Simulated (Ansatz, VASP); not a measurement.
## Two plane-wave programs on SnO

```
Sn O
1.0
     3.11230    0.00890    0.00890
     0.00890    3.11230    0.00890
     0.00890    0.00890    3.11230
Sn O
1 1
Direct
  0.00000 0.00000 0.00000
  0.50000 0.50000 0.50000
```

Change from the starting cell: shear_111 strain +0.9%.

Alike in both runs: task single point; functional r2SCAN; k mesh 8 × 8 × 8; occupations fermi-dirac, width 0.02 eV; no spin polarisation.

|  | VASP | Ansatz |
| --- | --- | --- |
| version | VASP 6.6.1 | Ansatz 0.2.0 |
| potentials or method | VASP PAW PBE potentials, release 64 (Sn_d, O) | plane waves, PAW |
| plane-wave cutoff (eV) | 660 | 500 |
| valence electrons in the cell | 20 | 20 |

Ansatz gave:

* pressure (GPa): -0.9
* traceless stress, the component that is largest in VASP (GPa): 0.18

Q: Estimate VASP's values.

A: Pressure (GPa): -0.8; traceless stress, the component that is largest in VASP (GPa): 0.17.

VASP's potentials were made for PBE, not for r2SCAN.
